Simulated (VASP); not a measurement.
# RbBr (Pmm2) in VASP: a series of runs, part 2 of 2

VASP 6.6.1.

## Step 5: Single point, PBEsol

This run uses another cell than the first one, of 32.82 Å³/atom, 1.028 times its volume.

Contents of INCAR:

```
SYSTEM = RbBr
PREC     = Accurate       ! precision mode
ENCUT    = 520            ! plane-wave cutoff, eV
EDIFF    = 1E-7           ! SCF threshold, eV
ISMEAR   = 0              ! smearing method
SIGMA    = 0.05           ! smearing width, eV
LREAL    = .False.        ! projectors in reciprocal space
LASPH    = .True.         ! aspherical terms in the spheres
NELM     = 80             ! most SCF steps
ALGO     = Normal         ! electronic algorithm
ISIF     = 2              ! what is computed and relaxed
LWAVE    = .False.        ! write WAVECAR
LCHARG   = .False.        ! write CHGCAR
GGA      = PS             ! functional
NBANDS   = 15             ! bands
```

Contents of KPOINTS:

```
regular mesh
0
Gamma
  6 6 6
  0 0 0
```

Contents of POSCAR:

```
RbBr
1.0
    4.0160356082      0.0000000000      0.0000000000
    0.0000000000      4.0160356082      0.0000000000
    0.0000000000      0.0000000000      4.0701688540
Rb Br
1 1
Direct
   -0.0595372219      0.0000000000      0.0000000000
    0.5636828616      0.5000000000      0.5000000000
```

Started as:

```sh
$ cat potpaw_PBE.64/Rb_sv/POTCAR potpaw_PBE.64/Br/POTCAR > POTCAR
$ mpirun -np 1 vasp_std > vasp.out
```

It took 21 s on 1 thread of Intel Xeon 6975P-C (Granite Rapids), shared host; peak memory 0.2 GiB.

The run converged. Its results:

```yaml
Free_energy: -6.1686 eV
Pressure: 2.1 GPa
Largest_force: 0.525 eV/Å
Band_gap_on_the_k_mesh: 4.16 eV, indirect (least direct gap 4.30 eV)
```

Forces on the atoms (eV/Å):
```
Rb   0.525  0.000  0.000
Br  -0.525  0.000  0.000
```

Stress tensor (GPa, compression positive):
```
1.56 0.00 0.00
0.00 2.55 0.00
0.00 0.00 2.19
```

Levels at points of the mesh, in eV from the valence-band top:
| k point | band 5 | band 6 | band 7 | band 8 | band 9 | band 10 | band 11 | band 12 |
| --- | --- | --- | --- | --- | --- | --- | --- | --- |
| (0.00, 0.00, 0.00) | -8.80 | -0.25 | -0.21 | -0.14 | 4.16 | 5.29 | 6.02 | 9.87 |
| (0.50, 0.00, 0.00) | -8.78 | -1.90 | -0.29 | -0.21 | 6.48 | 7.40 | 8.17 | 9.08 |
| (0.00, 0.50, 0.00) | -8.78 | -1.90 | -0.42 | -0.11 | 6.54 | 7.00 | 7.90 | 8.03 |
| (0.50, 0.50, 0.00) | -8.73 | -1.19 | -1.13 | -0.17 | 5.34 | 6.15 | 7.94 | 8.14 |
| (0.00, 0.00, 0.50) | -8.77 | -1.89 | -0.35 | -0.13 | 6.52 | 6.97 | 7.77 | 8.08 |
| (0.50, 0.00, 0.50) | -8.72 | -1.16 | -1.14 | -0.10 | 5.31 | 6.25 | 8.06 | 8.30 |
| (0.00, 0.50, 0.50) | -8.75 | -1.10 | -1.06 | 0.00 | 5.36 | 6.61 | 8.13 | 8.17 |
| (0.50, 0.50, 0.50) | -9.13 | -1.50 | -1.43 | -1.41 | 7.63 | 7.64 | 8.58 | 10.02 |

Caveat: the PAW data sets were made with another functional, which shifts forces and pressure a little. A k mesh can miss the band edges.

## Step 6: Single point, PBEsol

This run uses another cell than the first one, of 32.82 Å³/atom, 1.028 times its volume.

Contents of INCAR:

```
PREC = Accurate
ENCUT = 520
EDIFF = 1E-6
ISMEAR = 0
SIGMA = 0.05
LREAL = F
LASPH = T
NELM = 60
ALGO = Normal
ISIF = 2
LWAVE = F
LCHARG = F
GGA = PS
NBANDS = 15
```

Contents of KPOINTS:

```
regular mesh
0
Gamma
  6 6 6
```

Contents of POSCAR:

```
RbBr
1.0
    4.0160356082      0.0000000000      0.0000000000
    0.0000000000      4.0160356082      0.0000000000
    0.0000000000      0.0000000000      4.0701688540
Rb Br
1 1
Direct
   -0.0396914813      0.0000000000      0.0000000000
    0.5424552411      0.5000000000      0.5000000000
```

Potentials or basis: VASP PAW PBE potentials, release 64 (Rb_sv, Br).

Started as:

```sh
$ cat potpaw_PBE.64/Rb_sv/POTCAR potpaw_PBE.64/Br/POTCAR > POTCAR
$ mpirun -np 1 vasp_std > vasp.out
```

OUTCAR:

```text
PREC = Accurate
   ENCUT = 520
   EDIFF = 1E-6
   ISMEAR = 0
   LREAL = F
   LASPH = T
   NELM = 60
   ISIF = 2
   GGA = PS

 ion  position               nearest neighbor table
   1  0.960  0.000  0.000-   2 3.32   2 3.32   2 3.32   2 3.32   2 3.69   2 3.69   2 3.69   2 3.69

   2  0.542  0.500  0.500-   1 3.32   1 3.32   1 3.32   1 3.32   1 3.69   1 3.69   1 3.69   1 3.69

  LATTYP: Found a simple tetragonal cell.
 ALAT       =     4.0160356082
 C/A-ratio  =     1.0134792744

  Lattice vectors:

[... 611 lines left out ...]
     10       6.1116      0.00000
     11       6.2695      0.00000
     12       8.5306      0.00000
     13       8.7407      0.00000
     14       9.6079      0.00000
     15      11.6546      0.00000

 [... further k-points ...]
[... 5 lines left out ...]
  --------------------------------------------------------------------------------------
  -------------------------------------------------------------------------------------
  Total        0.4642467      0.6287423      0.4681918      0.0000000      0.0000000      0.0000000
  in kB       11.3305733     15.3453120     11.4268588      0.0000000      0.0000000      0.0000000
  external PRESSURE =      12.7009147 kB  Pullay stress =       0.0000000 kB

 VOLUME and BASIS-vectors are now :
 -----------------------------------------------------------------------------
  energy-cutoff  :      520.00
  volume of cell :       65.65
      direct lattice vectors                 reciprocal lattice vectors
     4.016035608  0.000000000  0.000000000     0.249001776  0.000000000  0.000000000
     0.000000000  4.016035608  0.000000000     0.000000000  0.249001776  0.000000000
     0.000000000  0.000000000  4.070168854     0.000000000  0.000000000  0.245690053

 POSITION                                       TOTAL-FORCE (eV/Angst)
 -----------------------------------------------------------------------------------
      3.85663      0.00000      0.00000         0.344290      0.000000      0.000000
      2.17852      2.00802      2.03508        -0.344290      0.000000      0.000000
 -----------------------------------------------------------------------------------
    total drift:                               -0.000101      0.000000     -0.000000

  FREE ENERGIE OF THE ION-ELECTRON SYSTEM (eV)
  ---------------------------------------------------
  free  energy   TOTEN  =        -6.2402350678 eV

  energy  without entropy=       -6.2402350677  energy(sigma->0) =       -6.24023507
```

Wall time 20 s (1 thread of Intel Xeon 6975P-C (Granite Rapids), shared host); peak memory 0.2 GiB.

What came out:

- Free energy: -6.2402 eV
- Pressure: 1.3 GPa
- Largest force: 0.344 eV/Å
- Band gap on the k mesh: 4.14 eV, indirect (least direct gap 4.28 eV)

Forces on the atoms (eV/Å):
```
Rb   0.344  0.000  0.000
Br  -0.344  0.000  0.000
```

Stress tensor (GPa, compression positive):
```
1.13 0.00 0.00
0.00 1.53 0.00
0.00 0.00 1.14
```

Levels at points of the mesh, in eV from the valence-band top:
```tsv
k point	band 6	band 7	band 8	band 9	band 10	band 11
(0.00, 0.00, 0.00)	-0.22	-0.20	-0.15	4.14	5.31	5.66
(0.50, 0.00, 0.00)	-1.94	-0.32	-0.24	6.63	7.31	8.04
(0.00, 0.50, 0.00)	-1.94	-0.38	-0.19	6.67	7.14	7.87
(0.50, 0.50, 0.00)	-1.18	-1.15	-0.11	5.26	6.09	7.87
(0.00, 0.00, 0.50)	-1.93	-0.31	-0.20	6.65	7.11	7.76
(0.50, 0.00, 0.50)	-1.16	-1.15	-0.04	5.23	6.20	7.99
(0.00, 0.50, 0.50)	-1.15	-1.11	0.00	5.25	6.36	8.03
(0.50, 0.50, 0.50)	-1.54	-1.51	-1.49	7.91	7.94	8.44
```

Caveat: the PAW data sets were made with another functional, which shifts forces and pressure a little. A k mesh can miss the band edges.
